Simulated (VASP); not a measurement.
PbO3:

```xyz
4
Lattice="-1.8183 1.8183 4.0617 1.8183 -1.8183 4.0617 1.8183 1.8183 -4.0617" Properties=species:S:1:pos:R:3 pbc="T T T"
Pb    0.0000    0.0000    0.0000
O     0.0000    0.0000    4.0617
O     1.8183    0.0000    2.0308
O     0.0000    1.8183    2.0308
```

| Quantity | Value |
| --- | --- |
| Program | VASP 6.6.1 |
| Task | relaxation of cell and atoms |
| Functional | PBE |
| Potentials or basis | VASP PAW PBE potentials, release 64 (Pb_d, O) |
| Cutoff | 600 eV |
| k mesh | 6 × 6 × 6 |
| Occupations | gaussian, width 0.1 eV |
| Spin | no spin polarisation |

At the start: pressure -12.8 GPa; volume 13.43 Å³/atom.

Problem. Where does the relaxation end?

Solution. Over 11 steps the energy falls by 169.3 meV/atom and the volume is 11.86 Å³/atom (-11.7 %); space group I4/mmm (No. 139, to 0.1 Å) before and after.

Step by step:
```tsv
step	energy change (eV)	largest force (eV/Å)	pressure (GPa)	volume (Å³)
1	0.0000	0.0000	-12.82	53.72
2	-0.4627	0.0000	-1.56	45.77
3	-0.4707	0.0000	0.90	44.84
4	-0.5083	0.0000	0.96	44.91
5	-0.6004	0.0000	2.31	44.97
6	-0.4839	0.0000	13.22	44.53
7	-0.6246	0.0000	3.46	44.94
8	-0.6138	0.0000	7.90	44.75
9	-0.6357	0.0000	4.77	44.88
10	-0.6687	0.0000	2.08	46.18
11	-0.6774	0.0000	-0.16	47.43
```

Final structure:
```
CELL_PARAMETERS angstrom
-1.60646 1.60646 4.59427
1.60646 -1.60646 4.59427
1.60646 1.60646 -4.59427
ATOMIC_POSITIONS crystal
Pb 0.00000 0.00000 0.00000
O 0.50000 0.50000 0.00000
O 0.25000 0.75000 0.50000
O 0.75000 0.25000 0.50000
```
